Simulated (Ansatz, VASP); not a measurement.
**SrO in VASP and in Ansatz**

```
CELL_PARAMETERS angstrom
0.07929 2.65918 2.65918
2.65918 0.07929 2.65918
2.65918 2.65918 0.07929
ATOMIC_POSITIONS crystal
Sr 0.00000 0.00000 0.00000
O 0.50000 0.50000 0.50000
```

Change from the starting cell: shear_111 strain +4.6%.

Alike in both runs: task single point; functional r2SCAN; k mesh 8 × 8 × 8; no spin polarisation.

```csv
,VASP,Ansatz
version,VASP 6.6.1,Ansatz 0.2.0
potentials or method,"VASP PAW PBE potentials, release 64 (Sr_sv, O)","plane waves, PAW"
plane-wave cutoff (eV),520,500
occupations,"gaussian, width 0.01 eV",fixed
valence electrons in the cell,16,16
```

|  | VASP | Ansatz | Ansatz less VASP |
| --- | --- | --- | --- |
| gap on the k mesh at the Fermi level (eV) | 3.71 | 3.76 | +0.047 |
| pressure (GPa) | -3.5 | -3.9 | -0.40 |
| traceless stress, the component that is largest in VASP (GPa) | -1.82 | -1.82 | 0.000 |

VASP's potentials were made for PBE, not for r2SCAN.
